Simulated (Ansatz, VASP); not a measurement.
## H2CO: VASP beside Ansatz

```
CELL_PARAMETERS angstrom
7.60129 0.00000 0.00000
0.00000 7.60129 0.00000
0.00000 0.00000 7.60129
ATOMIC_POSITIONS crystal
O 0.90634 0.84737 0.99022
O 0.01799 0.42513 0.26523
O 0.56289 0.34056 0.61904
O 0.53490 0.60514 0.10377
O 0.29783 0.02421 0.69315
O 0.54713 0.10744 0.14405
O 0.22066 0.60815 0.73931
O 0.69031 0.78712 0.52016
C 0.98168 0.95760 0.90275
C 0.03859 0.26943 0.23878
C 0.62232 0.35344 0.47140
C 0.53994 0.68464 0.96495
C 0.33406 0.96708 0.54848
C 0.56771 0.18408 0.00483
C 0.22127 0.48996 0.63217
C 0.76696 0.80662 0.38101
H 0.08673 0.04442 0.95804
H 0.94997 0.98130 0.76151
H 0.92800 0.18211 0.19780
H 0.16895 0.20363 0.25543
H 0.56881 0.44707 0.37318
H 0.73519 0.27107 0.42835
H 0.50496 0.82651 0.95806
H 0.57569 0.61957 0.83894
H 0.38750 0.05193 0.44105
H 0.31620 0.82661 0.51091
H 0.56577 0.33022 0.99789
H 0.58810 0.11187 0.87908
H 0.26256 0.51109 0.49309
H 0.17549 0.35523 0.66760
H 0.77094 0.93553 0.31055
H 0.83893 0.69820 0.31473
```

Alike in both runs: functional PBE; dispersion D3(BJ); k mesh 1 × 1 × 1; occupations fermi-dirac, width 0.02 eV; no spin polarisation.

Ansatz relaxed the structure, and its values are those at the end. VASP's run is a single point on that final structure, the one shown.

|  | VASP | Ansatz |
| --- | --- | --- |
| version | VASP 6.6.1 | Ansatz 0.2.0 |
| potentials or method | VASP PAW PBE potentials, release 64 (O, C, H), cutoff 520 eV | scalar-relativistic, plane waves, PAW |
| valence electrons in the cell | 96 | 96 |

Ansatz gave:

| Quantity | Value |
| --- | --- |
| rms of the force components (eV/Å) | 0.070 |

Q: What did VASP give for the same quantities?

A: rms of the force components (eV/Å): 0.202.

One of these differences is far larger than is usual between the two programs; its cause wasn't traced.

Noted on VASP's run: the standard files for N, O and F lose accuracy on very short bonds.
